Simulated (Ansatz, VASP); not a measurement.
**One calculation of BN, two programs**

The input INCAR:

```
  PREC = Accurate
  ENCUT = 520
  EDIFF = 1E-7
  ISMEAR = 0
  SIGMA = 0.05
  LREAL = False
  LASPH = True
  NELM = 100
  ALGO = Normal
  ISIF = 2
  LWAVE = False
  LCHARG = False
  GGA = PE
  NBANDS = 11
```

The input KPOINTS:

```
regular mesh
0
Gamma
  16 16 16
```

File POSCAR:

```
BN
1.0
    0.0000000000      1.7878485703      1.7878485703
    1.7878485703      0.0000000000      1.7878485703
    1.7878485703      1.7878485703      0.0000000000
B N
1 1
Direct
    0.0000000000      0.0000000000      0.0000000000
    0.7500000000      0.7500000000      0.7500000000
```

Input for Ansatz:

```yaml
crystal:
  lattice:
    - [0.0, 1.7878485703, 1.7878485703]
    - [1.7878485703, 0.0, 1.7878485703]
    - [1.7878485703, 1.7878485703, 0.0]
  atoms:
    - { symbol: B, position: [0.0, 0.0, 0.0] }
    - { symbol: "N", position: [0.75, 0.75, 0.75] }
basis:
  ecutwfc: 420
  ecutrho_ratio: 4
kpoints:
  mp_grid: { grid: [16, 16, 16] }
hamiltonian:
  xc: pbe
scf:
  occupations: { method: gaussian, width: 0.05 }
output:
  forces: true
  stress: true
  eigenvalues: true
```

Alike in both runs: task single point; functional PBE; k mesh 16 × 16 × 16; occupations gaussian, width 0.05 eV; no spin polarisation.

```csv
,VASP,Ansatz
version,VASP 6.6.1,Ansatz 0.2.0
potentials or method,"VASP PAW PBE potentials, release 64 (B, N), cutoff 520 eV","scalar-relativistic, plane waves, PAW"
valence electrons in the cell,8,8
```

```csv
,VASP,Ansatz,Ansatz less VASP
gap on the k mesh at the Fermi level (eV),4.49,4.50,+0.011
least direct gap on the mesh (eV),8.98,8.99,+0.010
pressure (GPa),16.7,16.3,-0.37
```

With one functional, cell and mesh, what is left measures potentials, basis and numerics.
